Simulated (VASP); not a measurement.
# MgO (P6_3/mmc) in VASP: a series of runs

The runs below take MgO through single point, with PBE.

All numbers are computed with VASP 6.6.1; they aren't measurements. Logs are shortened: lines on timing, memory, paths and dates and some standing lists are left out, and cuts for length are marked.

## 1. The cell of the first run

It takes space group P6_3/mmc (No. 194, hexagonal). The conventional cell has a = 3.576 Å, b = 3.576 Å, c = 4.374 Å, α = 90.00°, β = 90.00°, γ = 120.00°. Within 2.7 Å of Mg (site symmetry -6m2) lie 5 O at 2.06 to 2.19 Å. O (site symmetry -6m2) has 5 Mg at 2.06 to 2.19 Å within 2.7 Å.

## 2. Single point, PBE (volume 12.109 Å^3 an atom, c/a of the conventional cell 1.2234)

INCAR

```
ALGO = Normal
EDIFF = 1E-6
ENCUT = 520
GGA = PE
ISIF = 2
ISMEAR = 0
LASPH = T
LCHARG = F
LREAL = F
LWAVE = F
NBANDS = 16
NELM = 60
PREC = Accurate
SIGMA = 0.05
```

KPOINTS

```
k-points
0
Gamma
  9 9 6
```

POSCAR

```
MgO
1.0
    3.5756614110      0.0000000000      0.0000000000
   -1.7878307055      3.0966136172      0.0000000000
    0.0000000000      0.0000000000      4.3744641702
Mg O
2 2
Direct
    0.6666666667      0.3333333333      0.7500000000
    0.3333333333      0.6666666667      0.2500000000
    0.6666666667      0.3333333333      0.2500000000
    0.3333333333      0.6666666667      0.7500000000
```

Potentials or basis: VASP PAW PBE potentials, release 64 (Mg, O).

On the command line:

```sh
$ cat potpaw_PBE.64/Mg/POTCAR potpaw_PBE.64/O/POTCAR > POTCAR
$ mpirun -np 1 vasp_std > vasp.out
```

OUTCAR:

```text
EDIFF = 1E-6
   ENCUT = 520
   GGA = PE
   ISIF = 2
   ISMEAR = 0
   LASPH = T
   LREAL = F
   NELM = 60
   PREC = Accurate

 ion  position               nearest neighbor table
   1  0.667  0.333  0.750-   4 2.06   4 2.06   4 2.06   3 2.19   3 2.19   2 3.01   2 3.01   2 3.01
                             2 3.01   2 3.01   2 3.01
   2  0.333  0.667  0.250-   3 2.06   3 2.06   3 2.06   4 2.19   4 2.19   1 3.01   1 3.01   1 3.01
                             1 3.01   1 3.01   1 3.01
   3  0.667  0.333  0.250-   2 2.06   2 2.06   2 2.06   1 2.19   1 2.19
   4  0.333  0.667  0.750-   1 2.06   1 2.06   1 2.06   2 2.19   2 2.19

  LATTYP: Found a hexagonal cell.
 ALAT       =     3.5756614110
 C/A-ratio  =     1.2234000000

  Lattice vectors:

 A1 = (   3.5756614110,   0.0000000000,   0.0000000000)
 A2 = (  -1.7878307055,   3.0966136172,   0.0000000000)
 A3 = (   0.0000000000,   0.0000000000,   4.3744641702)

Analysis of symmetry for initial positions (statically):
=====================================================================
 Subroutine PRICEL returns:
 Original cell was already a primitive cell.

 Routine SETGRP: Setting up the symmetry group for a
 hexagonal supercell.

 Subroutine GETGRP returns: Found 24 space group operations
 (whereof 12 operations were pure point group operations)
 out of a pool of 24 trial point group operations.

The static configuration has the point symmetry D_3d.
 The point group associated with its full space group is D_6h.

Analysis of symmetry for dynamics (positions and initial velocities):
=====================================================================
 Subroutine PRICEL returns:
 Original cell was already a primitive cell.

 Routine SETGRP: Setting up the symmetry group for a
 hexagonal supercell.

 Subroutine GETGRP returns: Found 24 space group operations
 (whereof 12 operations were pure point group operations)
 out of a pool of 24 trial point group operations.

The dynamic configuration has the point symmetry D_3d.
 The point group associated with its full space group is D_6h.

 Subroutine INISYM returns: Found 24 space group operations
 (whereof 12 operations are pure point group operations),
 and found     1 'primitive' translations

----------------------------------------------------------------------------------------

                                     Primitive cell

  volume of cell :      48.4360

  direct lattice vectors                    reciprocal lattice vectors
     3.575661411  0.000000000  0.000000000     0.279668538  0.161466706  0.000000000
    -1.787830706  3.096613617  0.000000000     0.000000000  0.322933412  0.000000000
     0.000000000  0.000000000  4.374464170     0.000000000  0.000000000  0.228599426

  length of vectors
     3.575661411  3.575661411  4.374464170     0.322933412  0.322933412  0.228599426

  position of ions in fractional coordinates (direct lattice)
     0.666666667  0.333333333  0.750000000
     0.333333333  0.666666667  0.250000000
     0.666666667  0.333333333  0.250000000
     0.333333333  0.666666667  0.750000000

  ion indices of the primitive-cell ions
   primitive index   ion index
                 1           1
                 2           2
                 3           3
                 4           4

----------------------------------------------------------------------------------------

 KPOINTS: k-points

Automatic generation of k-mesh.
 Grid dimensions read from file:
 generate k-points for:    9    9    6

 Generating k-lattice:

  Cartesian coordinates                     Fractional coordinates (reciprocal lattice)
     0.031074282  0.017940745  0.000000000     0.111111111  0.000000000  0.000000000
     0.000000000  0.035881490  0.000000000     0.000000000  0.111111111  0.000000000
     0.000000000  0.000000000  0.038099904     0.000000000  0.000000000  0.166666667

  Length of vectors
     0.035881490  0.035881490  0.038099904

  Shift w.r.t. Gamma in fractional coordinates (k-lattice)
     0.000000000  0.000000000  0.000000000

 Subroutine IBZKPT returns following result:
 ===========================================

 Found     48 irreducible k-points:

 Following reciprocal coordinates:
            Coordinates               Weight
  0.000000  0.000000  0.000000      1.000000
  0.111111  0.000000  0.000000      6.000000
  0.222222  0.000000  0.000000      6.000000
  0.333333  0.000000  0.000000      6.000000
  0.444444  0.000000  0.000000      6.000000
  0.111111  0.111111  0.000000      6.000000
[... 16 lines left out ...]
  0.333333  0.222222  0.166667     24.000000
  0.333333  0.333333  0.166667      4.000000
 [... further k-points ...]
   k-points           NKPTS =     48   k-points in BZ     NKDIM =     48   number of bands    NBANDS=     16
   number of dos      NEDOS =    301   number of ions     NIONS =      4
   total plane-waves  NPLWV =  28224
   dimension x,y,z NGX =    28 NGY =   28 NGZ =   36
   dimension x,y,z NGXF=    56 NGYF=   56 NGZF=   72
   ions per type =               2   2
   NGX,Y,Z   is equivalent  to a cutoff of  13.02, 13.02, 13.68 a.u.
   NGXF,Y,Z  is equivalent  to a cutoff of  26.04, 26.04, 27.36 a.u.
 SYSTEM =  unknown system
   PREC   = accura    normal or accurate (medium, high low for compatibility)
   ISTART =      0    job   : 0-new  1-cont  2-samecut
   ICHARG =      2    charge: 1-file 2-atom 10-const
   ISPIN  =      1    spin polarized calculation?
   LNONCOLLINEAR =      F non collinear calculations
   LSORBIT =      F    spin-orbit coupling
   LASPH  =      T    aspherical Exc in radial PAW
   ENCUT  =  520.0 eV  38.22 Ry    6.18 a.u.   6.65  6.65  8.13*2*pi/ulx,y,z
   NELM   =     60;   NELMIN=  2; NELMDL= -5     # of ELM steps
   EDIFF  = 0.1E-05   stopping-criterion for ELM
   LREAL  =      F    real-space projection
   EDIFFG = 0.1E-04   stopping-criterion for IOM
   NSW    =      0    number of steps for IOM
   IBRION =     -1    ionic relax: 0-MD 1-quasi-New 2-CG
   NFREE  =      0    steps in history (QN), initial steepest desc. (CG)
   ISIF   =      2    stress and relaxation
   ISYM   =      2    0-nonsym 1-usesym 2-fastsym
   POTIM  = 0.5000    time-step for ionic-motion
   TEBEG  =    0.0;   TEEND  =   0.0 temperature during run
   PSTRESS=    0.0 pullay stress
   NELECT =      16.0000    total number of electrons
   NUPDOWN=      -1.0000    fix difference up-down
   EMIN   =  10.00;   EMAX   =-10.00  energy-range for DOS
   EFERMI =   0.00;   METHOD = LEGACY
   ISMEAR =     0;   SIGMA  =   0.05  broadening in eV -4-tet -1-fermi 0-gaus
   EFERMI_NEDOS =   21; number of points for ismear=-14 and -15
   IALGO  =     38    algorithm
   IMIX   =      4    mixing-type and parameters
     AMIX     =   0.40;   BMIX     =  1.00
     AMIX_MAG =   1.60;   BMIX_MAG =  1.00
  volume/ion in A,a.u.               =      12.11        81.72
  Fermi-wavevector in a.u.,A,eV,Ry     =   1.131685  2.138574 17.425118  1.280710
  Thomas-Fermi vector in A             =   2.268384
   LORBIT       =      0    0 simple, 1 ext, 2 COOP (PROOUT), +10 PAW based schemes
   GGA     = PE    functional components
   LHFCALC =     F    Hartree Fock is set to
   AEXX    =    0.0000 exact exchange contribution
   IVDW    =     0    specifies the selected vdW correction
   LEPSILON=     F    determine dielectric tensor
   LRPA    =     F    only Hartree local field effects (RPA)
 non-spin polarized calculation
 Gauss-broadening in eV      SIGMA  =   0.05
  energy-cutoff  :      520.00
  volume of cell :       48.44
 maximum number of plane-waves:      1337
 NGX is ok and might be reduce to    28
   NGX = 13   NGY = 13   NGZ = 17

 number of electron      15.9999996 magnetization

 Free energy of the ion-electron system (eV)
  ---------------------------------------------------
  ext. energy  EPLUGINS =         0.00000000
  ---------------------------------------------------
  free energy    TOTEN  =       -23.59857176 eV

  energy without entropy =      -23.59857176  energy(sigma->0) =      -23.59857176

 E-fermi :   1.6331     XC(G=0):  -9.6603

 val. band max:        1.4393248023   @ k =   0.0000   0.0000   0.0000
 cond. band min:       4.3624255164   @ k =   0.0000   0.0000   0.0000
 fundamental gap:      2.9231007142
 Fermi energy:         1.6331074118

 k-point     1 :       0.0000    0.0000    0.0000
  band No.  band energies     occupation
      1     -15.1202      2.00000
      2     -13.9859      2.00000
      3      -1.9281      2.00000
      4      -0.1206      2.00000
      5      -0.1206      2.00000
      6       0.6961      2.00000
[... 8 lines left out ...]
     15      16.1135      0.00000
     16      16.5451      0.00000

 k-point     2 :       0.1111    0.0000    0.0000
  band No.  band energies     occupation
      1     -15.0689      2.00000
      2     -13.9928      2.00000
      3      -1.8366      2.00000
      4      -0.3081      2.00000
      5      -0.2071      2.00000
      6       0.3956      2.00000
[... 8 lines left out ...]
     15      15.9660      0.00000
     16      15.9727      0.00000

 k-point     3 :       0.2222    0.0000    0.0000
  band No.  band energies     occupation
      1     -14.9284      2.00000
      2     -14.0204      2.00000
      3      -1.5746      2.00000
      4      -0.8549      2.00000
      5      -0.3904      2.00000
      6      -0.0298      2.00000
[... 8 lines left out ...]
     15      15.0806      0.00000
     16      15.2855      0.00000

 k-point     4 :       0.3333    0.0000    0.0000
  band No.  band energies     occupation
      1     -14.7374      2.00000
      2     -14.0807      2.00000
      3      -1.4510      2.00000
      4      -1.1872      2.00000
      5      -0.5636      2.00000
      6      -0.3106      2.00000
[... 8 lines left out ...]
     15      14.8053      0.00000
     16      15.0450      0.00000

 k-point     5 :       0.4444    0.0000    0.0000
  band No.  band energies     occupation
      1     -14.5699      2.00000
      2     -14.1616      2.00000
      3      -1.8023      2.00000
      4      -0.8029      2.00000
      5      -0.6641      2.00000
      6      -0.4562      2.00000
[... 8 lines left out ...]
     15      15.0112      0.00000
     16      15.2082      0.00000

 k-point     6 :       0.1111    0.1111    0.0000
  band No.  band energies     occupation
      1     -14.9728      2.00000
      2     -14.0103      2.00000
      3      -1.6595      2.00000
      4      -0.5811      2.00000
      5      -0.5033      2.00000
      6       0.1587      2.00000
[... 8 lines left out ...]
     15      15.3303      0.00000
     16      15.4053      0.00000
[... 267 lines left out ...]
 k-point    21 :       0.4444    0.1111    0.1667
  band No.  band energies     occupation
      1     -14.4823      2.00000
      2     -14.2056      2.00000
      3      -1.9669      2.00000
      4      -1.0142      2.00000
      5      -0.8508      2.00000
      6      -0.1882      2.00000
[... 8 lines left out ...]
     15      14.6503      0.00000
     16      15.5923      0.00000

 k-point    22 :       0.2222    0.2222    0.1667
  band No.  band energies     occupation
      1     -14.5941      2.00000
      2     -14.1485      2.00000
      3      -1.5351      2.00000
      4      -1.4997      2.00000
      5      -0.5392      2.00000
      6      -0.2114      2.00000
[... 8 lines left out ...]
     15      14.7620      0.00000
     16      16.2206      0.00000

 k-point    23 :       0.3333    0.2222    0.1667
  band No.  band energies     occupation
      1     -14.4471      2.00000
      2     -14.2250      2.00000
      3      -1.7801      2.00000
      4      -1.2655      2.00000
      5      -0.9034      2.00000
      6       0.0232      2.00000
[... 8 lines left out ...]
     15      14.7360      0.00000
     16      16.1935      0.00000

 k-point    24 :       0.3333    0.3333    0.1667
  band No.  band energies     occupation
      1     -14.3239      2.00000
      2     -14.3239      2.00000
      3      -1.7275      2.00000
      4      -1.1723      2.00000
      5      -1.1723      2.00000
      6       0.3220      2.00000
[... 8 lines left out ...]
     15      14.7830      0.00000
     16      16.9159      0.00000

 [... further k-points ...]
[... 5 lines left out ...]
  --------------------------------------------------------------------------------------
  -------------------------------------------------------------------------------------
  Total       -2.0138443     -2.0138443     -2.6320871      0.0000000      0.0000000      0.0000000
  in kB      -66.6144130    -66.6144130    -87.0647926      0.0000000      0.0000000      0.0000000
  external PRESSURE =     -73.4312062 kB  Pullay stress =       0.0000000 kB

 VOLUME and BASIS-vectors are now :
 -----------------------------------------------------------------------------
  energy-cutoff  :      520.00
  volume of cell :       48.44
      direct lattice vectors                 reciprocal lattice vectors
     3.575661411  0.000000000  0.000000000     0.279668538  0.161466706  0.000000000
    -1.787830706  3.096613617  0.000000000     0.000000000  0.322933412  0.000000000
     0.000000000  0.000000000  4.374464170     0.000000000  0.000000000  0.228599426

 POSITION                                       TOTAL-FORCE (eV/Angst)
 -----------------------------------------------------------------------------------
      1.78783      1.03220      3.28085         0.000000     -0.000000      0.000000
     -0.00000      2.06441      1.09362        -0.000000      0.000000     -0.000000
      1.78783      1.03220      1.09362         0.000000     -0.000000      0.000000
     -0.00000      2.06441      3.28085        -0.000000      0.000000      0.000000
 -----------------------------------------------------------------------------------
    total drift:                               -0.000000      0.000000     -0.000000

  FREE ENERGIE OF THE ION-ELECTRON SYSTEM (eV)
  ---------------------------------------------------
  free  energy   TOTEN  =       -23.5985717625 eV

  energy  without entropy=      -23.5985717625  energy(sigma->0) =      -23.59857176
```

It took 36 s on 1 thread of Intel Xeon Platinum 8259CL at 2.50GHz (Skylake/Cascade Lake), shared host; peak memory 0.18 GiB.

Results:

| Quantity | Value |
| --- | --- |
| Free energy | -23.5986 eV |
| Pressure | -7.3 GPa |
| Band gap on the k mesh | 2.92 eV, direct |

## 3. Single point, PBE (volume 12.109 Å^3 an atom, c/a of the conventional cell 1.1112)

INCAR

```
SYSTEM = MgO
ALGO = Normal
EDIFF = 1E-6
ENCUT = 520
GGA = PE
ISIF = 2
ISMEAR = 0
LASPH = .TRUE.
LCHARG = .FALSE.
LREAL = .FALSE.
LWAVE = .FALSE.
NBANDS = 16
NELM = 80
PREC = Accurate
SIGMA = 0.05
```

KPOINTS

```
k-points
0
G
  9 9 6
  0 0 0
```

POSCAR

```
MgO
1.0
    3.6921709592      0.0000000000      0.0000000000
   -1.8460854796      3.1975138458      0.0000000000
    0.0000000000      0.0000000000      4.1027403699
Mg O
2 2
Direct
    0.6666666667      0.3333333333      0.7500000000
    0.3333333333      0.6666666667      0.2500000000
    0.6666666667      0.3333333333      0.2500000000
    0.3333333333      0.6666666667      0.7500000000
```

Potentials or basis: VASP PAW PBE potentials, release 64 (Mg, O).

On the command line:

```sh
$ cat potpaw_PBE.64/Mg/POTCAR potpaw_PBE.64/O/POTCAR > POTCAR
$ mpirun -np 1 vasp_std > vasp.out
```

Run time: 31 s. Hardware: 1 thread of Intel Xeon Platinum 8259CL at 2.50GHz (Skylake/Cascade Lake), shared host; peak memory 0.18 GiB.

Results (log left out):

- Free energy: -23.5347 eV
- Pressure: -5.6 GPa
- Band gap on the k mesh: 3.10 eV, direct

Stress tensor (GPa, compression positive):
```
-8.83  0.00  0.00
 0.00 -8.83  0.00
 0.00  0.00  0.79
```

Levels at points of the mesh, in eV from the valence-band top:
```
           k point  band 6  band 7  band 8  band 9  band 10  band 11
(0.00, 0.00, 0.00)   -0.47   -0.47    0.00    3.10     9.17    11.61
(0.00, 0.00, 0.50)   -1.02   -1.02   -1.02    6.17     6.17    11.95
```

## 4. Single point, PBE (volume 11.927 Å^3 an atom, c/a of the conventional cell 1.2837)

INCAR

```
SYSTEM = MgO
PREC = Accurate ; ENCUT = 520
EDIFF = 1E-6 ; ISMEAR = 0
SIGMA = 0.05 ; LREAL = .FALSE.
LASPH = .TRUE. ; NELM = 60
ALGO = Normal ; ISIF = 2
LWAVE = .FALSE. ; LCHARG = .FALSE.
GGA = PE ; NBANDS = 16
```

KPOINTS

```
regular mesh
0
G
  9 9 6
  0 0 0
```

POSCAR

```
MgO
1.0
    3.5010556382      0.0000000000      0.0000000000
   -1.7505278191      3.0320031228      0.0000000000
    0.0000000000      0.0000000000      4.4943051228
Mg O
2 2
Direct
    0.6666666667      0.3333333333      0.7500000000
    0.3333333333      0.6666666667      0.2500000000
    0.6666666667      0.3333333333      0.2500000000
    0.3333333333      0.6666666667      0.7500000000
```

On the command line:

```sh
$ cat potpaw_PBE.64/Mg/POTCAR potpaw_PBE.64/O/POTCAR > POTCAR
$ mpirun -np 1 vasp_std > vasp.out
```

It took 32 s on 1 thread of Intel Xeon Platinum 8259CL at 2.50GHz (Skylake/Cascade Lake), shared host; peak memory 0.18 GiB.

It converged, with:

| Quantity | Value |
| --- | --- |
| Free energy | -23.5844 eV |
| Pressure | -5.2 GPa |
| Band gap on the k mesh | 2.93 eV, direct |

Stress tensor (GPa, compression positive):
```
-2.91  0.00  0.00
 0.00 -2.91  0.00
 0.00  0.00 -9.73
```

Levels at points of the mesh, in eV from the valence-band top:
```tsv
k point	band 6	band 7	band 8	band 9	band 10	band 11
(0.00, 0.00, 0.00)	-0.87	-0.87	0.00	2.93	8.56	10.94
(0.00, 0.00, 0.50)	-1.24	-1.24	-1.24	5.86	5.86	12.74
```

## 5. Single point, PBE (volume 11.927 Å^3 an atom, c/a of the conventional cell 1.1291)

INCAR

```
SYSTEM = MgO
ALGO = Normal
EDIFF = 1E-6
ENCUT = 520
GGA = PE
ISIF = 2
ISMEAR = 0
LASPH = .TRUE.
LCHARG = .FALSE.
LREAL = .FALSE.
LWAVE = .FALSE.
NBANDS = 16
NELM = 80
PREC = Accurate
SIGMA = 0.05
```

KPOINTS

```
k-points
0
G
  9 9 6
  0 0 0
```

POSCAR

```
MgO
1.0
    3.6540632219      0.0000000000      0.0000000000
   -1.8270316110      3.1645115772      0.0000000000
    0.0000000000      0.0000000000      4.1258027838
Mg O
2 2
Direct
    0.6666666667      0.3333333333      0.7500000000
    0.3333333333      0.6666666667      0.2500000000
    0.6666666667      0.3333333333      0.2500000000
    0.3333333333      0.6666666667      0.7500000000
```

On the command line:

```sh
$ cat potpaw_PBE.64/Mg/POTCAR potpaw_PBE.64/O/POTCAR > POTCAR
$ mpirun -np 1 vasp_std > vasp.out
```

Run time: 35 s. Hardware: 1 thread of Intel Xeon Platinum 8259CL at 2.50GHz (Skylake/Cascade Lake), shared host; peak memory 0.18 GiB.

It converged, with:

| Property | Result |
| --- | --- |
| Free energy | -23.5859 eV |
| Pressure | -4.7 GPa |
| Band gap on the k mesh | 3.14 eV, direct |

Stress tensor (GPa, compression positive):
```
-7.37  0.00  0.00
 0.00 -7.37  0.00
 0.00  0.00  0.74
```

Levels at points of the mesh, in eV from the valence-band top:
```
           k point  band 6  band 7  band 8  band 9  band 10  band 11
(0.00, 0.00, 0.00)   -0.54   -0.54    0.00    3.14     9.18    11.75
(0.00, 0.00, 0.50)   -1.07   -1.07   -1.07    6.20     6.20    12.10
```

## 6. Summary

```tsv
cell	gap on the mesh (eV)	pressure (GPa)
a = 3.576, b = 3.576, c = 4.374 Å, angles 90.0, 90.0, 120.0°, 4 atoms	2.92	-7.3
a = 3.692, b = 3.692, c = 4.103 Å, angles 90.0, 90.0, 120.0°, 4 atoms	3.10	-5.6
a = 3.501, b = 3.501, c = 4.494 Å, angles 90.0, 90.0, 120.0°, 4 atoms	2.93	-5.2
a = 3.654, b = 3.654, c = 4.126 Å, angles 90.0, 90.0, 120.0°, 4 atoms	3.14	-4.7
```

Alike in all rows: task single point; level PBE; potentials or basis VASP PAW PBE potentials, release 64 (Mg, O); no spin polarisation; k mesh 9 × 9 × 6; cutoff (eV) 520; smearing gaussian 0.05 eV.

Total energies depend on the potentials used, so only differences within one code and one set of settings carry meaning.
